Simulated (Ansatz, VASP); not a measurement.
One calculation of Ti, two programs

Contents of INCAR:

```
  PREC = Accurate
  ENCUT = 400
  EDIFF = 1E-8
  ISMEAR = -1
  SIGMA = 0.05
  LREAL = F
  LASPH = T
  NELM = 120
  ALGO = Normal
  ISIF = 2
  LWAVE = F
  LCHARG = F
  GGA = CA
  LEFG = T
  NBANDS = 12
  GGA_COMPAT = F
```

KPOINTS

```
regular mesh
0
Gamma
  15 15 15
```

POSCAR

```
Ti
1.0
    0.0000000000      2.0503000000      2.0300000000
    2.0503000000      0.0000000000      2.0300000000
    2.0503000000      2.0503000000      0.0000000000
Ti
1
Direct
    0.0000000000      0.0000000000      0.0000000000
```

Input for Ansatz:

```yaml
crystal:
  lattice:
    - [0.0, 2.0503, 2.03]
    - [2.0503, 0.0, 2.03]
    - [2.0503, 2.0503, 0.0]
  atoms:
    - { symbol: Ti, position: [0.0, 0.0, 0.0] }
kpoints:
  mp_grid: { grid: [15, 15, 15] }
scf:
  occupations: { method: fermi_dirac, width: 0.05 }
hamiltonian:
  xc: lda
  pseudopotentials: { kind: paw }
output:
  forces: true
  stress: true
  eigenvalues: true
  efg: { contact_densities: true }
```

Change from the starting cell: equal xx and yy strain of +1 %, PAW files.

Alike in both runs: task electric field gradients; functional LDA; k mesh 15 × 15 × 15; occupations fermi-dirac, width 0.05 eV; no spin polarisation.

|  | VASP | Ansatz |
| --- | --- | --- |
| version | VASP 6.6.1 | Ansatz 0.2.0 |
| potentials or method | VASP PAW LDA potentials, release 64 (Ti_sv) | PAW with Ansatz's default frozen-core files, scalar-relativistic |
| plane-wave cutoff (eV) | 400 | 420 |
| valence electrons in the cell | 12 | 12 |

Ansatz gave:

- pressure (GPa): -6.9
- traceless stress, the component that is largest in VASP (GPa): 0.26
- size of Vzz on the site where it differs most (V/Å²): 0.7

Question: Estimate VASP's values.

Answer: Pressure (GPa): -7.7; traceless stress, the component that is largest in VASP (GPa): 0.26; size of Vzz on the site where it differs most (V/Å²): 0.6.

LDA's correlation is that of Perdew and Zunger in VASP and of Perdew and Wang (1992) in Ansatz.
